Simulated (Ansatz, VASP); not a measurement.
## One calculation of CoIrC4N4, two programs

```
CELL_PARAMETERS angstrom
5.88262 0.00000 0.00000
0.00000 5.88262 0.00000
0.00000 0.00000 5.88262
ATOMIC_POSITIONS crystal
Co 0.50000 0.50000 0.50000
Ir 0.00000 0.00000 0.00000
C 0.18814 0.18814 0.18814
C 0.18814 0.81186 0.81186
C 0.81186 0.18814 0.81186
C 0.81186 0.81186 0.18814
N 0.30297 0.30297 0.30297
N 0.30297 0.69703 0.69703
N 0.69703 0.30297 0.69703
N 0.69703 0.69703 0.30297
```

Alike in both runs: task single point; functional PBE; k mesh 4 × 4 × 4; occupations gaussian, width 0.1 eV; collinear spin.

```csv
,VASP,Ansatz
version,VASP 6.6.1,Ansatz 0.2.0
potentials or method,"VASP PAW PBE potentials, release 64 (Co, Ir, C, N), cutoff 600 eV","scalar-relativistic, plane waves, PAW"
valence electrons in the cell,54,70
```

```tsv
	VASP	Ansatz	Ansatz less VASP
gap on the k mesh at the Fermi level (eV)	0.08	0.07	-0.018
least direct gap on the mesh (eV)	0.39	0.38	-0.012
pressure (GPa)	1.3	0.8	-0.48
rms of the force components (eV/Å)	0.864	0.745	-0.1191
net moment per atom (μB)	0.00	0.00	+0.001
size of the moment on the site where the two differ most (μB)	1.20	0.61	-0.594
```

Site moments also hang on the region over which each program counts them. Atom by atom the forces differ by 0.137 eV/Å (rms over components). VASP's potentials hold 54 valence electrons a cell and Ansatz's 70, so a difference there can come from the potentials and not from the codes.

Spin-orbit coupling is off throughout. Noted on VASP's run: the standard files for N, O and F lose accuracy on very short bonds.
